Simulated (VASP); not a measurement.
A run of VASP 6.6.1:

Contents of INCAR:

```
  ALGO = Normal
  EDIFF = 1E-6
  ENCUT = 520
  GGA = CA
  ISIF = 2
  ISMEAR = 0
  LASPH = True
  LCHARG = True
  LDAU = True
  LDAUJ = 0 0 0
  LDAUL = -1 2 -1
  LDAUPRINT = 1
  LDAUTYPE = 2
  LDAUU = 0 3 0
  LELF = True
  LREAL = False
  LVHAR = True
  LWAVE = False
  NBANDS = 26
  NELM = 150
  PREC = Accurate
  SIGMA = 0.01
```

KPOINTS

```
k-points
0
Gamma
  8 8 3
```

File POSCAR:

```
Mg2ZnO3
1.0
    3.0329985900      0.0000000000      0.0000000000
   -1.5164993000      2.6266538300      0.0000000000
    0.0000000000      0.0000000000      7.4033160000
Mg Zn O
2 1 3
Direct
    0.3333333291      0.6666666692      0.6657999996
    0.6666666709      0.3333333308      0.3342000004
    0.0000000000      0.0000000000      0.0000000000
    0.3333333291      0.6666666692      0.1726189994
    0.6666666709      0.3333333308      0.8273810006
    0.0000000000      0.0000000000      0.5000000000
```

Potentials or basis: VASP PAW LDA potentials, release 64 (Mg, Zn, O).

Run with:

```console
$ cat potpaw_LDA.64/Mg/POTCAR potpaw_LDA.64/Zn/POTCAR potpaw_LDA.64/O/POTCAR > POTCAR
$ mpirun -np 1 vasp_std > vasp.out
```

Hardware: 1 thread of AMD EPYC 9R45 96-Core Processor (Zen 5), with other jobs on the host.

Question: How long does it take, and how much memory?

Answer: It took 28 s on 1 thread of AMD EPYC 9R45 96-Core Processor (Zen 5) (shared host), peak memory 0.14 GiB. Counts: scf iterations 14, k points 25.
